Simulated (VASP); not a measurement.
Set up this calculation in VASP 6.6.1, as the native input.

```
Task                               : relaxation of cell and atoms
Functional                         : PBE0
Potentials or basis                : VASP PAW PBE potentials, release 64 (As, Ga_d)
Cutoff                             : 600 eV
k mesh                             : 4 × 4 × 4
Occupations                        : gaussian, width 0.1 eV
Spin                               : no spin polarisation
Dipole correction                  : no
Grid for exact exchange (PRECFOCK) : Normal
Further INCAR settings             : ALGO = Normal; EDIFF = 1e-07; IBRION = 2; EDIFFG = -0.01; NSW = 60; ISIF = 3
Share of exact exchange            : 0.25
```

Crystal: GaAs.

```xyz
2
Lattice="0.0000 2.8268 2.8268 2.8268 0.0000 2.8268 2.8268 2.8268 0.0000" Properties=species:S:1:pos:R:3 pbc="T T T"
As    4.2403    4.2403    4.2403
Ga    0.0000    0.0000    0.0000
```

One way to write it, as run:

POSCAR

```
GaAs
1.0
    0.0000000000      2.8268500000      2.8268500000
    2.8268500000      0.0000000000      2.8268500000
    2.8268500000      2.8268500000      0.0000000000
As Ga
1 1
Direct
    0.7500000000      0.7500000000      0.7500000000
    0.0000000000      0.0000000000      0.0000000000
```

INCAR.step1

```
PREC     = Accurate       # precision mode
ENCUT    = 600            # plane-wave cutoff, eV
EDIFF    = 1E-5           # SCF threshold, eV
ISMEAR   = 0              # smearing method
SIGMA    = 0.1            # smearing width, eV
LREAL    = False          # projectors in reciprocal space
LASPH    = True           # aspherical terms in the spheres
NELM     = 60             # most SCF steps
ALGO     = Normal         # electronic algorithm
LWAVE    = True           # write WAVECAR
LCHARG   = False          # write CHGCAR
GGA      = PE             # functional
NBANDS   = 16             # bands
```

INCAR.step2

```
PREC     = Accurate       # precision mode
ENCUT    = 600            # plane-wave cutoff, eV
EDIFF    = 1E-7           # SCF threshold, eV
ISMEAR   = 0              # smearing method
SIGMA    = 0.1            # smearing width, eV
LREAL    = False          # projectors in reciprocal space
LASPH    = True           # aspherical terms in the spheres
NELM     = 60             # most SCF steps
ALGO     = Normal         # electronic algorithm
ISIF     = 3              # what is computed and relaxed
LWAVE    = False          # write WAVECAR
LCHARG   = False          # write CHGCAR
GGA      = PE             # functional
LHFCALC  = True           # exact exchange
AEXX     = 0.25           # exact-exchange fraction
PRECFOCK = Normal       
IBRION   = 2              # ionic algorithm
NSW      = 60             # ionic steps
EDIFFG   = -0.01          # ionic threshold
ISTART   = 1
```

KPOINTS

```
Automatic mesh
0
Gamma
  4 4 4
```

Potentials or basis: VASP PAW PBE potentials, release 64 (As, Ga_d).

Run with:

```console
$ cat potpaw_PBE.64/As/POTCAR potpaw_PBE.64/Ga_d/POTCAR > POTCAR
$ cp INCAR.step1 INCAR
$ mpirun -np 1 vasp_std > vasp.out
$ cp INCAR.step2 INCAR
$ mpirun -np 1 vasp_std > vasp.out
```

It gave:

* Relaxed volume: 22.88 Å³/atom
* Relaxed cell: a = 4.015 Å, b = 4.015 Å, c = 4.015 Å, α = 60.00°, β = 60.00°, γ = 60.00°
* Space group after relaxing (to 0.1 Å): F-43m (No. 216)
* Energy gained by relaxing: 0.9 meV/atom
* Ionic steps: 3
* Pressure after relaxing: 0.0 GPa
* Band gap on the k mesh: 2.07 eV

Caveat: the k points lie up to 0.48 Å⁻¹ apart in the final cell; the PAW data sets were made with another functional, which shifts forces and pressure a little.

It took 45 min on 1 thread of Oxide Virtual Turin-like Processor, with other jobs on the host, peak memory 0.17 GiB.
